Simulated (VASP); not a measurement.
**FeSe2: single point with LDA**

FeSe2:

```xyz
6
Lattice="4.6851 0.0000 0.0000 0.0000 5.6441 0.0000 0.0000 0.0000 3.5171" Properties=species:S:1:pos:R:3 pbc="T T T"
Fe    0.0000    0.0000    0.0000
Fe    2.3425    2.8221    1.7585
Se    1.0276    2.0669    0.0000
Se    3.6575    3.5772    0.0000
Se    3.3701    0.7552    1.7585
Se    1.3150    4.8890    1.7585
```

```yaml
Program: VASP 6.6.1
Task: single point
Functional: LDA
Potentials_or_basis: VASP PAW LDA potentials, release 64 (Fe, Se)
Cutoff: 520 eV
k_mesh: 8 × 6 × 10
Occupations: gaussian, width 0.02 eV
Spin: no spin polarisation
```

The pressure is 0.6 GPa, the largest force is 0.016 eV/Å and the band gap on the k mesh is 0.29 eV (least direct gap 0.90 eV).

Forces in eV/Å, atoms in the order of the input:
```
Fe   0.000  0.000  0.000
Fe   0.000  0.000  0.000
Se  -0.016  0.002  0.000
Se   0.016 -0.002  0.000
Se  -0.016 -0.002  0.000
Se   0.016  0.002  0.000
```

Levels at points of the mesh, in eV from the valence-band top:
```
           k point  band 17  band 18  band 19  band 20  band 21  band 22  band 23  band 24
(0.00, 0.00, 0.00)    -1.04    -1.00    -0.73    -0.55     0.83     1.09     2.67     2.87
(0.50, 0.00, 0.00)    -0.91    -0.91    -0.29    -0.29     1.32     1.32     1.95     1.95
(0.00, 0.50, 0.00)    -1.00    -1.00    -0.50    -0.50     0.65     0.65     2.36     2.36
(0.50, 0.50, 0.00)    -1.21    -1.21    -1.15    -1.15     0.88     0.88     2.03     2.03
(0.00, 0.00, 0.50)    -0.96    -0.96    -0.70    -0.70     1.04     1.04     1.34     1.34
(0.50, 0.00, 0.50)    -0.86    -0.86    -0.63    -0.63     0.94     0.94     1.42     1.42
(0.00, 0.50, 0.50)    -1.59    -1.59    -0.67    -0.67     0.29     0.29     2.00     2.00
(0.50, 0.50, 0.50)    -0.71    -0.71    -0.65    -0.65     1.05     1.05     1.79     1.79
```

Wall time 2.4 min on 1 thread of AMD EPYC 9R45 96-Core Processor (Zen 5), with other jobs on the host, peak memory 0.34 GiB.

A k mesh can miss the band edges. Spin polarisation is off, so any magnetic state and its effect on volume and gap are missing.
